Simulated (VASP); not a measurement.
Se:

```xyz
4
Lattice="3.7524 0.0000 0.0000 -1.8762 3.2497 0.0000 0.0000 0.0000 9.6337" Properties=species:S:1:pos:R:3 pbc="T T T"
Se    0.0000    2.1664    1.5510
Se    1.8762    1.0832    6.3679
Se    0.0000    2.1664    3.2658
Se    1.8762    1.0832    8.0827
```

This isn't the form of Se at room conditions, which is trigonal, of chains.

- Program: VASP 6.6.1
- Task: relaxation of cell and atoms
- Functional: PBE
- Potentials or basis: VASP PAW PBE potentials, release 64 (Se)
- Cutoff: 600 eV
- k mesh: 6 × 6 × 2
- Occupations: gaussian, width 0.1 eV
- Spin: no spin polarisation

At the start: pressure 46.0 GPa; volume 29.37 Å³/atom.

Problem. Where does the relaxation end?

Solution. Over 14 steps the energy falls by 2151.9 meV/atom and the volume is 35.40 Å³/atom (+20.6 %); space group P6_3/mmc (No. 194, to 0.1 Å) before and after.

The path:
```
step  energy change (eV)  largest force (eV/Å)  pressure (GPa)  volume (Å³)
   1              0.0000               31.0468           45.99       117.47
   2              0.2289                3.2401           22.75       248.87
   3             -2.1599                4.8492           20.69       238.99
   4             -4.5920                4.2277           17.04       229.00
   5             -7.3617                1.2680            7.01       200.57
   6             -8.2607                0.1646           -2.65       160.14
   7             -8.2680                0.0287           -2.11       162.88
   8             -8.4202                0.4821           -0.34       152.25
   9             -8.4408                0.7170            0.69       147.72
  10             -8.5727                0.4247            0.04       144.68
  11             -8.4504                0.7929           -0.50       138.88
  12             -8.6069                0.0673           -0.25       142.79
  13             -8.6072                0.0196           -0.24       142.97
  14             -8.6076                0.0067            0.06       141.62
```

Final structure:
```
Se
1.0
     3.39142    0.00000    0.00000
    -1.69571    2.93705    0.00000
     0.00000    0.00000   14.21772
Se
4
Direct
  0.33333 0.66667 0.06172
  0.66667 0.33333 0.56172
  0.33333 0.66667 0.43828
  0.66667 0.33333 0.93828
```

Caveat: the volume moved by over 15 % at a fixed basis, so the end points are rough; this functional lacks dispersion, which holds the molecules together, so the pressure and a relaxed volume are unreliable; this functional lacks dispersion, which binds layers or chains, so the pressure and a relaxed spacing across them are unreliable.
